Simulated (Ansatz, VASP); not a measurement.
# N: VASP beside Ansatz

INCAR

```
SYSTEM = N
  PREC = Accurate
  ENCUT = 600
  EDIFF = 1E-6
  ISMEAR = 0
  SIGMA = 0.02
  LREAL = .FALSE.
  LASPH = .TRUE.
  NELM = 60
  ALGO = Normal
  ISIF = 3
  LWAVE = .FALSE.
  LCHARG = .FALSE.
  GGA = PE
  IBRION = 2
  NSW = 100
  EDIFFG = -0.01
```

Contents of KPOINTS:

```
Automatic mesh
0
G
  4 4 4
  0 0 0
```

The input POSCAR:

```
N
1.0
    6.0823679804      0.0000000000      0.0000000000
    0.0000000000      6.0823679804      0.0000000000
    0.0000000000      0.0000000000      6.0823679804
N
8
Direct
    0.0522942627      0.0522942627      0.0522942627
    0.4477057373      0.9477057373      0.5522942627
    0.5522942627      0.4477057373      0.9477057373
    0.9477057373      0.5522942627      0.4477057373
    0.9477057373      0.9477057373      0.9477057373
    0.5522942627      0.0522942627      0.4477057373
    0.4477057373      0.5522942627      0.0522942627
    0.0522942627      0.4477057373      0.5522942627
```

Input for Ansatz:

```yaml
crystal:
  lattice:
    - [6.0823679804, 0.0, 0.0]
    - [0.0, 6.0823679804, 0.0]
    - [0.0, 0.0, 6.0823679804]
  atoms:
    - { symbol: "N", position: [0.0522942627, 0.0522942627, 0.0522942627] }
    - { symbol: "N", position: [0.4477057373, 0.9477057373, 0.5522942627] }
    - { symbol: "N", position: [0.5522942627, 0.4477057373, 0.9477057373] }
    - { symbol: "N", position: [0.9477057373, 0.5522942627, 0.4477057373] }
    - { symbol: "N", position: [0.9477057373, 0.9477057373, 0.9477057373] }
    - { symbol: "N", position: [0.5522942627, 0.0522942627, 0.4477057373] }
    - { symbol: "N", position: [0.4477057373, 0.5522942627, 0.0522942627] }
    - { symbol: "N", position: [0.0522942627, 0.4477057373, 0.5522942627] }
basis:
  ecutwfc: 420
kpoints:
  mp_grid: { grid: [4, 4, 4] }
hamiltonian:
  xc: pbe
scf:
  occupations: { method: gaussian, width: 0.02 }
output:
  forces: true
  stress: true
  eigenvalues: true
relax:
  adjacent_minimum: "off"
  f_tol: 0.01
  max_steps: 80
  cell: { stress_tol: 0.05 }
```

Alike in both runs: task relaxation of cell and atoms; functional PBE; k mesh 4 × 4 × 4; occupations gaussian, width 0.02 eV; no spin polarisation.

```csv
,VASP,Ansatz
version,VASP 6.6.1,Ansatz 0.2.0
potentials or method,"VASP PAW PBE potentials, release 64 (N), cutoff 600 eV","scalar-relativistic, plane waves, PAW"
valence electrons in the cell,40,40
```

Ansatz gave:

| Property | Result |
| --- | --- |
| gap on the k mesh at the Fermi level, each at its own relaxed structure (eV) | 7.66 |
| relaxed volume (Å³/atom) | 28.13 |
| relaxed cell length with the largest relative difference (Å) | 6.082 |

Task: Estimate VASP's values.

Result: gap on the k mesh at the Fermi level, each at its own relaxed structure (eV): 7.40; relaxed volume (Å³/atom): 25.48; relaxed cell length with the largest relative difference (Å): 5.886.

One of these differences is far larger than is usual between the two programs; its cause wasn't traced.

Noted on VASP's run: the standard files for N, O and F lose accuracy on very short bonds.
